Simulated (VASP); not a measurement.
ZnCd2Te2, 5 atoms in the cell. The cell holds a slab with vacuum, 5 atoms: a = 4.679 Å, b = 4.679 Å, c = 20.081 Å, α = 90.00°, β = 90.00°, γ = 120.00°. 

* Program: VASP 6.6.1
* Task: single point
* Functional: PBE
* Potentials or basis: VASP PAW PBE potentials, release 64 (Te, Cd, Zn)
* Cutoff: 520 eV
* k mesh: 6 × 6 × 1
* Occupations: gaussian, width 0.05 eV
* Spin: no spin polarisation
* Dipole correction: yes
* Further INCAR settings: ALGO = Normal; EDIFF = 1e-06; NBANDS = 32

Potentials or basis: VASP PAW PBE potentials, release 64 (Te, Cd, Zn).

Launch:

```bash
$ cat potpaw_PBE.64/Te/POTCAR potpaw_PBE.64/Cd/POTCAR potpaw_PBE.64/Zn/POTCAR > POTCAR
$ mpirun -np 1 vasp_std > vasp.out
```

Hardware: 1 thread of Intel(R) Xeon(R) 6975P-C (Granite Rapids), with other jobs on the host.

Estimate the wall time of this run.

It took 84 s on 1 thread of Intel(R) Xeon(R) 6975P-C (Granite Rapids), with other jobs on the host, peak memory 0.47 GiB. Counts: scf iterations 20, k points 7.
